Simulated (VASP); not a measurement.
# ZnS (Pmn2_1) in VASP: notebook, part 2 of 2

VASP 6.6.1. The steps go on from the part before.

## (3) Single point, r2SCAN (atoms displaced along a vibrational mode)

File POSCAR:

```
ZnS
1.0
    0.0000000000     -2.7046500000     -2.7046500000
    0.0000000000      2.7046500000     -2.7046500000
    5.4093000000      0.0000000000      0.0000000000
Zn S
2 2
Direct
    0.5588242567      0.5000000000      0.5000000000
   -0.0588242567      0.0000000000      0.0000000000
    0.0357992947      0.5000000000      0.2500000000
    0.4642007053      0.0000000000      0.7500000000
```

File INCAR.step1:

```
PREC = Accurate
ENCUT = 520
ISMEAR = 0
SIGMA = 0.05
LREAL = F
LASPH = T
NELM = 80
NBANDS = 26
GGA = PE
ALGO = Normal
EDIFF = 1E-4
LWAVE = T
LCHARG = F
```

File INCAR.step2:

```
PREC = Accurate
ENCUT = 520
EDIFF = 1E-6
ISMEAR = 0
SIGMA = 0.05
LREAL = F
LASPH = T
NELM = 80
ALGO = Normal
ISIF = 2
LWAVE = F
LCHARG = F
METAGGA = R2SCAN
LMIXTAU = T
NBANDS = 26
ISTART = 1
```

File KPOINTS:

```
Automatic mesh
0
Gamma
  6 6 4
```

Potentials or basis: VASP PAW PBE potentials, release 64 (Zn, S).

The run is started by

```bash
$ cat potpaw_PBE.64/Zn/POTCAR potpaw_PBE.64/S/POTCAR > POTCAR
$ cp INCAR.step1 INCAR
$ mpirun -np 1 vasp_std > vasp.out
$ cp INCAR.step2 INCAR
$ mpirun -np 1 vasp_std > vasp.out
```

OUTCAR:

```text
PREC = Accurate
   ENCUT = 520
   EDIFF = 1E-6
   ISMEAR = 0
   LREAL = F
   LASPH = T
   NELM = 80
   ISIF = 2
   METAGGA = R2SCAN
   ISTART = 1

 ion  position               nearest neighbor table
   1  0.559  0.500  0.500-   3 2.27   4 2.37   4 2.37   3 2.41
   2  0.941  0.000  0.000-   4 2.27   3 2.37   3 2.37   4 2.41
   3  0.036  0.500  0.250-   1 2.27   2 2.37   2 2.37   1 2.41
   4  0.464  0.000  0.750-   2 2.27   1 2.37   1 2.37   2 2.41

  LATTYP: Found a simple tetragonal cell.
 ALAT       =     3.8249527115
 C/A-ratio  =     1.4142135624

  Lattice vectors:

 A1 = (   0.0000000000,  -2.7046500000,  -2.7046500000)
 A2 = (   0.0000000000,   2.7046500000,  -2.7046500000)
 A3 = (   5.4093000000,   0.0000000000,   0.0000000000)

Analysis of symmetry for initial positions (statically):
=====================================================================
 Subroutine PRICEL returns:
 Original cell was already a primitive cell.

 Routine SETGRP: Setting up the symmetry group for a
 simple tetragonal supercell.

 Subroutine GETGRP returns: Found  4 space group operations
 (whereof  2 operations were pure point group operations)
 out of a pool of 16 trial point group operations.

The static configuration has the point symmetry C_1h.
 The point group associated with its full space group is C_2v.

Analysis of symmetry for dynamics (positions and initial velocities):
=====================================================================
 Subroutine PRICEL returns:
 Original cell was already a primitive cell.

 Routine SETGRP: Setting up the symmetry group for a
 simple tetragonal supercell.

 Subroutine GETGRP returns: Found  4 space group operations
 (whereof  2 operations were pure point group operations)
 out of a pool of 16 trial point group operations.

The dynamic configuration has the point symmetry C_1h.
 The point group associated with its full space group is C_2v.
[... 120 lines left out ...]
   IALGO  =     38    algorithm
   IMIX   =      4    mixing-type and parameters
     AMIX     =   0.40;   BMIX     =  1.00
     AMIX_MAG =   1.60;   BMIX_MAG =  1.00
  volume/ion in A,a.u.               =      19.78       133.51
  Fermi-wavevector in a.u.,A,eV,Ry     =   1.259055  2.379268 21.568210  1.585219
  Thomas-Fermi vector in A             =   2.392634
   LORBIT       =      0    0 simple, 1 ext, 2 COOP (PROOUT), +10 PAW based schemes
   METAGGA = R2SCAN    functional components
   LHFCALC =     F    Hartree Fock is set to
   AEXX    =    0.0000 exact exchange contribution
   IVDW    =     0    specifies the selected vdW correction
   LEPSILON=     F    determine dielectric tensor
   LRPA    =     F    only Hartree local field effects (RPA)
 non-spin polarized calculation
 Gauss-broadening in eV      SIGMA  =   0.05
  energy-cutoff  :      520.00
  volume of cell :       79.14
 maximum number of plane-waves:      2180
   NGX = 15   NGY = 15   NGZ = 21

 number of electron      35.9999992 magnetization

 Free energy of the ion-electron system (eV)
  ---------------------------------------------------
  ext. energy  EPLUGINS =         0.00000000
  ---------------------------------------------------
  free energy    TOTEN  =       -37.59673258 eV

  energy without entropy =      -37.59673258  energy(sigma->0) =      -37.59673258

 E-fermi :   2.1298     XC(G=0): -10.2820

 val. band max:        1.8692670005   @ k =   0.0000   0.0000   0.0000
 cond. band min:       4.3986438609   @ k =   0.0000   0.0000   0.0000
 fundamental gap:      2.5293768603
 Fermi energy:         2.1298078568

 k-point     1 :       0.0000    0.0000    0.0000
  band No.  band energies     occupation
      1     -11.8200      2.00000
      2     -10.5330      2.00000
      3      -4.7448      2.00000
      4      -4.6720      2.00000
      5      -4.6679      2.00000
      6      -4.6106      2.00000
[... 685 lines left out ...]
     25       9.8975      0.00000
     26      12.0682      0.00000

 [... further k-points ...]

------------------------ aborting loop because EDIFF is reached ----------------------------------------

  FORCE on cell =-STRESS in cart. coord.  units (eV):
  Direction    XX          YY          ZZ          XY          YZ          ZX
  --------------------------------------------------------------------------------------
  -------------------------------------------------------------------------------------
  Total       -0.3990256     -0.6452134     -0.6452134     -0.0000000      0.3060580      0.0000000
  in kB       -8.0782666    -13.0623327    -13.0623327     -0.0000000      6.1961389      0.0000000
  external PRESSURE =     -11.4009773 kB  Pullay stress =       0.0000000 kB

 VOLUME and BASIS-vectors are now :
 -----------------------------------------------------------------------------
  energy-cutoff  :      520.00
  volume of cell :       79.14
      direct lattice vectors                 reciprocal lattice vectors
     0.000000000 -2.704650000 -2.704650000     0.000000000 -0.184866803 -0.184866803
     0.000000000  2.704650000 -2.704650000     0.000000000  0.184866803 -0.184866803
     5.409300000  0.000000000  0.000000000     0.184866803  0.000000000  0.000000000

 POSITION                                       TOTAL-FORCE (eV/Angst)
 -----------------------------------------------------------------------------------
      2.70465     -0.15910     -2.86375         0.201678      0.367461      0.367461
      0.00000     -2.54555     -2.54555         0.201678     -0.367461     -0.367461
      1.35232      1.25550     -1.44915        -0.201678      0.118755      0.118755
      4.05697     -1.25550     -1.25550        -0.201678     -0.118755     -0.118755
 -----------------------------------------------------------------------------------
    total drift:                               -0.019492     -0.000000     -0.000000

  FREE ENERGIE OF THE ION-ELECTRON SYSTEM (eV)
  ---------------------------------------------------
  free  energy   TOTEN  =       -37.5967325841 eV

  energy  without entropy=      -37.5967325841  energy(sigma->0) =      -37.59673258
```

OUTCAR.step1:

```text
PREC = Accurate
   ENCUT = 520
   ISMEAR = 0
   LREAL = F
[... 927 lines left out ...]
      2.70465     -0.15910     -2.86375         0.210058      0.348612      0.348612
      0.00000     -2.54555     -2.54555         0.210058     -0.348612     -0.348612
      1.35232      1.25550     -1.44915        -0.210058      0.068598      0.068598
      4.05697     -1.25550     -1.25550        -0.210058     -0.068598     -0.068598
 -----------------------------------------------------------------------------------
    total drift:                                0.000087     -0.000000     -0.000000

  FREE ENERGIE OF THE ION-ELECTRON SYSTEM (eV)
  ---------------------------------------------------
  free  energy   TOTEN  =       -13.5769594809 eV

  energy  without entropy=      -13.5769594809  energy(sigma->0) =      -13.57695948
```

OSZICAR.step1:

```text
N       E                     dE             d eps       ncg     rms          rms(c)
DAV:   1     0.239021974074E+03    0.23902E+03   -0.16579E+04  2496   0.167E+03
DAV:   2     0.917450957875E+01   -0.22985E+03   -0.21966E+03  2572   0.345E+02
DAV:   3    -0.139024637540E+02   -0.23077E+02   -0.22863E+02  2988   0.109E+02
DAV:   4    -0.144444095617E+02   -0.54195E+00   -0.54088E+00  2906   0.168E+01
DAV:   5    -0.144527645536E+02   -0.83550E-02   -0.83531E-02  3016   0.207E+00    0.969E+00
DAV:   6    -0.135877318459E+02    0.86503E+00   -0.16747E+00  3808   0.370E+01    0.746E+00
DAV:   7    -0.135814892445E+02    0.62426E-02   -0.11643E+00  2638   0.641E+00    0.352E+00
DAV:   8    -0.135761284450E+02    0.53608E-02   -0.33780E-02  3248   0.180E+00    0.102E+00
DAV:   9    -0.135766299629E+02   -0.50152E-03   -0.77059E-03  3356   0.130E+00    0.223E-01
DAV:  10    -0.135767805399E+02   -0.15058E-03   -0.66245E-04  2856   0.333E-01    0.846E-02
DAV:  11    -0.135769598466E+02   -0.17931E-03   -0.28287E-04  2258   0.130E-01    0.541E-02
DAV:  12    -0.135769594809E+02    0.36568E-06   -0.21511E-05  1366   0.526E-02
   1 F= -.13576959E+02 E0= -.13576959E+02  d E =-.848415E-18
```

Run time: 1.8 min. Hardware: 1 thread of Intel Xeon 6975P-C (Granite Rapids), shared host; peak memory 0.23 GiB.

Results:

```
Free energy            : -37.5967 eV
Pressure               : -1.1 GPa
Largest force          : 0.557 eV/Å
Band gap on the k mesh : 2.53 eV
```

Forces on the atoms (eV/Å):
```
Zn   0.202  0.367  0.367
Zn   0.202 -0.367 -0.367
S   -0.202  0.119  0.119
S   -0.202 -0.119 -0.119
```

Caveat: the cell differs from its parent crystal (atoms displaced along a vibrational mode); the PAW data sets were made with another functional, which shifts forces and pressure a little.

## (4) Single point, r2SCAN (atoms displaced along a vibrational mode)

File POSCAR:

```
ZnS
1.0
    0.0000000000     -2.7046500000     -2.7046500000
    0.0000000000      2.7046500000     -2.7046500000
    5.4093000000      0.0000000000      0.0000000000
Zn S
2 2
Direct
    0.4607838289      0.5000000000      0.5000000000
    0.0392161711      0.0000000000      0.0000000000
   -0.0238661965      0.5000000000      0.2500000000
    0.5238661965      0.0000000000      0.7500000000
```

File INCAR.step1:

```
SYSTEM = ZnS
PREC = Accurate
ENCUT = 520
ISMEAR = 0
SIGMA = 0.05
LREAL = .FALSE.
LASPH = .TRUE.
NELM = 100
NBANDS = 26
GGA = PE
ALGO = Normal
EDIFF = 1E-4
LWAVE = .TRUE.
LCHARG = .FALSE.
```

File INCAR.step2:

```
SYSTEM = ZnS
PREC = Accurate
ENCUT = 520
EDIFF = 1E-7
ISMEAR = 0
SIGMA = 0.05
LREAL = .FALSE.
LASPH = .TRUE.
NELM = 100
ALGO = Normal
ISIF = 2
LWAVE = .FALSE.
LCHARG = .TRUE.
METAGGA = R2SCAN
LMIXTAU = .TRUE.
LELF = .TRUE.
LVHAR = .TRUE.
NBANDS = 26
ISTART = 1
```

File KPOINTS:

```
regular mesh
0
G
  6 6 4
  0 0 0
```

The run is started by

```bash
$ cat potpaw_PBE.64/Zn/POTCAR potpaw_PBE.64/S/POTCAR > POTCAR
$ cp INCAR.step1 INCAR
$ mpirun -np 1 vasp_std > vasp.out
$ cp INCAR.step2 INCAR
$ mpirun -np 1 vasp_std > vasp.out
```

Run time: 2 min. Hardware: 1 thread of Intel Xeon 6975P-C (Granite Rapids), shared host; peak memory 0.22 GiB.

It converged, with:

```yaml
Free_energy: -37.6723 eV
Pressure: -1.0 GPa
Largest_force: 0.339 eV/Å
Band_gap_on_the_k_mesh: 2.60 eV
```

Forces on the atoms (eV/Å):
```
Zn   0.092 -0.231 -0.231
Zn   0.092  0.231  0.231
S   -0.092 -0.073 -0.073
S   -0.092  0.073  0.073
```

Stress tensor (GPa, compression positive):
```
-0.82  0.00  0.00
 0.00 -1.03  0.30
 0.00  0.30 -1.03
```

Levels at points of the mesh, in eV from the valence-band top:
```tsv
k point	band 16	band 17	band 18	band 19	band 20	band 21
(0.00, 0.00, 0.00)	-0.10	-0.03	0.00	2.60	3.64	4.49
(0.50, 0.00, 0.00)	-2.44	-0.99	-0.85	5.21	5.41	7.00
(0.00, 0.50, 0.00)	-2.56	-0.97	-0.97	5.31	5.31	7.05
(0.50, 0.50, 0.00)	-2.33	-2.22	-2.22	3.65	3.65	4.41
(0.00, 0.00, 0.50)	-1.28	-1.27	-1.27	4.84	4.84	5.02
(0.50, 0.00, 0.50)	-0.93	-0.88	-0.88	3.78	3.78	7.34
(0.00, 0.50, 0.50)	-0.98	-0.83	-0.83	3.76	3.76	7.20
(0.50, 0.50, 0.50)	-2.82	-2.79	-2.79	5.72	5.72	6.80
```

Caveat: the cell differs from its parent crystal (atoms displaced along a vibrational mode); the PAW data sets were made with another functional, which shifts forces and pressure a little.

## (5) Single point, r2SCAN (atoms displaced along a vibrational mode)

File POSCAR:

```
ZnS
1.0
    0.0000000000     -2.7046500000     -2.7046500000
    0.0000000000      2.7046500000     -2.7046500000
    5.4093000000      0.0000000000      0.0000000000
Zn S
2 2
Direct
    0.5196080856      0.5000000000      0.5000000000
   -0.0196080856      0.0000000000      0.0000000000
    0.0119330982      0.5000000000      0.2500000000
    0.4880669018      0.0000000000      0.7500000000
```

File INCAR.step1:

```
PREC = Accurate ; ENCUT = 520
ISMEAR = 0 ; SIGMA = 0.05
LREAL = False ; LASPH = True
NELM = 80 ; NBANDS = 26
GGA = PE ; ALGO = Normal
EDIFF = 1E-4 ; LWAVE = True
LCHARG = False
```

File INCAR.step2:

```
PREC = Accurate ; ENCUT = 520
EDIFF = 1E-6 ; ISMEAR = 0
SIGMA = 0.05 ; LREAL = False
LASPH = True ; NELM = 80
ALGO = Normal ; ISIF = 2
LWAVE = False ; LCHARG = True
METAGGA = R2SCAN ; LMIXTAU = True
LELF = True ; LVHAR = True
NBANDS = 26 ; ISTART = 1
```

File KPOINTS:

```
Automatic mesh
0
Gamma
  6 6 4
```

The run is started by

```bash
$ cat potpaw_PBE.64/Zn/POTCAR potpaw_PBE.64/S/POTCAR > POTCAR
$ cp INCAR.step1 INCAR
$ mpirun -np 1 vasp_std > vasp.out
$ cp INCAR.step2 INCAR
$ mpirun -np 1 vasp_std > vasp.out
```

It took 1.8 min on 1 thread of Intel Xeon 6975P-C (Granite Rapids), shared host; peak memory 0.23 GiB.

The run converged. Its results:

| Item | Value |
| --- | --- |
| Free energy | -37.7156 eV |
| Pressure | -0.8 GPa |
| Largest force | 0.157 eV/Å |
| Band gap on the k mesh | 2.65 eV |

Forces on the atoms (eV/Å):
```
Zn   0.023  0.110  0.110
Zn   0.023 -0.110 -0.110
S   -0.023  0.034  0.034
S   -0.023 -0.034 -0.034
```

Stress tensor (GPa, compression positive):
```
-0.77  0.00  0.00
 0.00 -0.82  0.08
 0.00  0.08 -0.82
```

Levels at points of the mesh, in eV from the valence-band top:
```csv
k point,band 16,band 17,band 18,band 19,band 20,band 21
"(0.00, 0.00, 0.00)",-0.03,-0.01,0.00,2.65,3.71,4.48
"(0.50, 0.00, 0.00)",-2.49,-0.96,-0.88,5.30,5.40,7.08
"(0.00, 0.50, 0.00)",-2.55,-0.93,-0.93,5.35,5.35,7.11
"(0.50, 0.50, 0.00)",-2.30,-2.24,-2.24,3.71,3.71,4.47
"(0.00, 0.00, 0.50)",-1.26,-1.26,-1.26,4.91,4.91,5.04
"(0.50, 0.00, 0.50)",-0.90,-0.88,-0.88,3.80,3.80,7.38
"(0.00, 0.50, 0.50)",-0.92,-0.85,-0.85,3.80,3.80,7.33
"(0.50, 0.50, 0.50)",-2.79,-2.79,-2.79,5.95,5.95,6.66
```

Caveat: the cell differs from its parent crystal (atoms displaced along a vibrational mode); the PAW data sets were made with another functional, which shifts forces and pressure a little.

## (6) Single point, r2SCAN (atoms displaced along a vibrational mode)

File POSCAR:

```
ZnS
1.0
    0.0000000000     -2.7046500000     -2.7046500000
    0.0000000000      2.7046500000     -2.7046500000
    5.4093000000      0.0000000000      0.0000000000
Zn S
2 2
Direct
    0.5686282994      0.5000000000      0.5000000000
   -0.0686282994      0.0000000000      0.0000000000
    0.0417658438      0.5000000000      0.2500000000
    0.4582341562      0.0000000000      0.7500000000
```

File INCAR.step1:

```
SYSTEM = ZnS
ALGO = Normal
EDIFF = 1E-4
ENCUT = 520
GGA = PE
ISMEAR = 0
LASPH = .TRUE.
LCHARG = .FALSE.
LREAL = .FALSE.
LWAVE = .TRUE.
NBANDS = 26
NELM = 60
PREC = Accurate
SIGMA = 0.05
```

File INCAR.step2:

```
SYSTEM = ZnS
ALGO = Normal
EDIFF = 1E-7
ENCUT = 520
ISIF = 2
ISMEAR = 0
ISTART = 1
LASPH = .TRUE.
LCHARG = .FALSE.
LMIXTAU = .TRUE.
LREAL = .FALSE.
LWAVE = .FALSE.
METAGGA = R2SCAN
NBANDS = 26
NELM = 60
PREC = Accurate
SIGMA = 0.05
```

File KPOINTS:

```
k-points
0
G
  6 6 4
  0 0 0
```

Potentials or basis: VASP PAW PBE potentials, release 64 (Zn, S).

The run is started by

```bash
$ cat potpaw_PBE.64/Zn/POTCAR potpaw_PBE.64/S/POTCAR > POTCAR
$ cp INCAR.step1 INCAR
$ mpirun -np 1 vasp_std > vasp.out
$ cp INCAR.step2 INCAR
$ mpirun -np 1 vasp_std > vasp.out
```

Run time: 1.9 min. Hardware: 1 thread of Intel Xeon 6975P-C (Granite Rapids), shared host; peak memory 0.23 GiB.

Results (log left out):

* Free energy: -37.5450 eV
* Pressure: -1.3 GPa
* Largest force: 0.667 eV/Å
* Band gap on the k mesh: 2.48 eV

Forces on the atoms (eV/Å):
```
Zn   0.272  0.431  0.431
Zn   0.272 -0.431 -0.431
S   -0.272  0.145  0.145
S   -0.272 -0.145 -0.145
```

Stress tensor (GPa, compression positive):
```
-0.81  0.00  0.00
 0.00 -1.48  0.81
 0.00  0.81 -1.48
```

Levels at points of the mesh, in eV from the valence-band top:
| k point | band 14 | band 15 | band 16 | band 17 | band 18 | band 19 | band 20 | band 21 | band 22 | band 23 |
| --- | --- | --- | --- | --- | --- | --- | --- | --- | --- | --- |
| (0.00, 0.00, 0.00) | -2.31 | -2.24 | -0.31 | -0.09 | 0.00 | 2.48 | 3.47 | 4.51 | 6.89 | 6.96 |
| (0.50, 0.00, 0.00) | -3.77 | -2.88 | -2.40 | -1.03 | -0.81 | 4.99 | 5.40 | 6.84 | 7.02 | 7.40 |
| (0.00, 0.50, 0.00) | -3.98 | -2.58 | -2.58 | -1.05 | -1.05 | 5.21 | 5.21 | 6.89 | 6.89 | 7.62 |
| (0.50, 0.50, 0.00) | -4.67 | -2.38 | -2.38 | -2.17 | -2.17 | 3.48 | 3.48 | 4.28 | 4.28 | 11.51 |
| (0.00, 0.00, 0.50) | -2.69 | -1.33 | -1.33 | -1.28 | -1.28 | 4.63 | 4.63 | 5.02 | 5.02 | 8.71 |
| (0.50, 0.00, 0.50) | -5.42 | -1.02 | -1.02 | -0.88 | -0.88 | 3.71 | 3.71 | 7.22 | 7.22 | 7.44 |
| (0.00, 0.50, 0.50) | -5.30 | -1.08 | -1.08 | -0.79 | -0.79 | 3.67 | 3.67 | 6.90 | 6.90 | 7.38 |
| (0.50, 0.50, 0.50) | -4.52 | -2.91 | -2.91 | -2.78 | -2.78 | 5.27 | 5.27 | 6.99 | 6.99 | 8.25 |

Caveat: the cell differs from its parent crystal (atoms displaced along a vibrational mode); the PAW data sets were made with another functional, which shifts forces and pressure a little.

## (7) Overview

| cell | gap on the mesh (eV) | pressure (GPa) | largest force (eV/Å) |
| --- | --- | --- | --- |
| as given, atomic positions A | 2.43 | -1.4 | 0.81 |
| as given, atomic positions B | 2.53 | -1.1 | 0.56 |
| as given, atomic positions C | 2.60 | -1.0 | 0.34 |
| as given, atomic positions D | 2.65 | -0.8 | 0.16 |
| as given, atomic positions E | 2.48 | -1.3 | 0.67 |

Alike in all rows: task single point; level r2SCAN; potentials or basis VASP PAW PBE potentials, release 64 (Zn, S); no spin polarisation; k mesh 6 × 6 × 4; cutoff (eV) 520; smearing gaussian 0.05 eV.

Caveats: the PAW data sets were made with another functional, which shifts forces and pressure a little.

Total energies depend on the potentials used, so only differences within one code and one set of settings carry meaning.
